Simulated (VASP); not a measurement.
MoS2: single point with PBE

Crystal: MoS2.

```
Mo S
1.0
     1.61099    0.93010    6.27062
    -1.61099    0.93010    6.27062
     0.00000   -1.86021    6.27062
Mo S
1 2
Cartesian
  0.0000 0.0000 0.0000
  0.0000 0.0000 7.8445
  0.0000 0.0000 4.7030
```

| Item | Value |
| --- | --- |
| Program | VASP 6.6.1 |
| Task | single point |
| Functional | PBE |
| Potentials or basis | VASP PAW PBE potentials, release 64 (Mo_sv, S) |
| Cutoff | 520 eV |
| k mesh | 10 × 10 × 10 |
| Occupations | fermi-dirac, width 0.05 eV |
| Spin | no spin polarisation |

```yaml
Pressure: -3.2 GPa
Largest_force: 0.490 eV/Å
Band_gap_on_the_k_mesh: 1.00 eV, indirect (least direct gap 1.81 eV)
```

Forces on the atoms (eV/Å):
```
Mo   0.000  0.000  0.076
S    0.000  0.000 -0.490
S    0.000  0.000  0.414
```

Stress tensor (GPa, compression positive):
```
-3.68  0.00  0.00
 0.00 -3.68  0.00
 0.00  0.00 -2.30
```

Levels at points of the mesh, in eV from the valence-band top:
```tsv
k point	band 11	band 12	band 13	band 14	band 15	band 16
(0.00, 0.00, 0.00)	-2.16	-1.21	-0.98	1.96	1.96	2.29
(0.50, 0.00, 0.00)	-2.25	-1.59	-1.33	1.50	1.91	3.32
(0.50, 0.50, 0.00)	-2.74	-1.76	-1.19	1.46	2.01	2.93
(0.50, 0.50, 0.50)	-2.13	-2.13	0.00	2.04	2.04	2.17
```

It took 4.2 min on 1 thread of Intel(R) Xeon(R) Platinum 8488C (Sapphire Rapids), with other jobs on the host, peak memory 0.4 GiB.

A k mesh can miss the band edges.
